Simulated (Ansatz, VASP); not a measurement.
**HfO2 in VASP and in Ansatz**

```
CELL_PARAMETERS angstrom
4.83891 0.00000 0.00000
0.00000 4.83891 0.00000
0.00000 0.00000 3.21974
ATOMIC_POSITIONS crystal
Hf 0.00000 0.00000 0.00000
Hf 0.50000 0.50000 0.50000
O 0.19498 0.80502 0.50000
O 0.30502 0.30502 0.00000
O 0.69498 0.69498 0.00000
O 0.80502 0.19498 0.50000
```

Alike in both runs: functional r2SCAN; k mesh 4 × 4 × 6; no spin polarisation.

Ansatz relaxed the structure, and its values are those at the end. VASP's run is a single point on that final structure, the one shown.

|  | VASP | Ansatz |
| --- | --- | --- |
| version | VASP 6.6.1 | Ansatz 0.2.0 |
| potentials or method | VASP PAW PBE potentials, release 64 (Hf_pv, O) | plane waves, PAW |
| plane-wave cutoff (eV) | 520 | 500 |
| occupations | gaussian, width 0.01 eV | fixed |
| valence electrons in the cell | 44 | 76 |

Ansatz gave:

```
pressure (GPa)                     : 0.0
rms of the force components (eV/Å) : 0.004
```

Question: What did VASP give for the same quantities?

Answer: Pressure (GPa): -3.2; rms of the force components (eV/Å): 0.028.

VASP's potentials were made for PBE, not for r2SCAN. VASP's potentials hold 44 valence electrons a cell and Ansatz's 76, so a difference there can come from the potentials and not from the codes.

Spin-orbit coupling is off throughout.
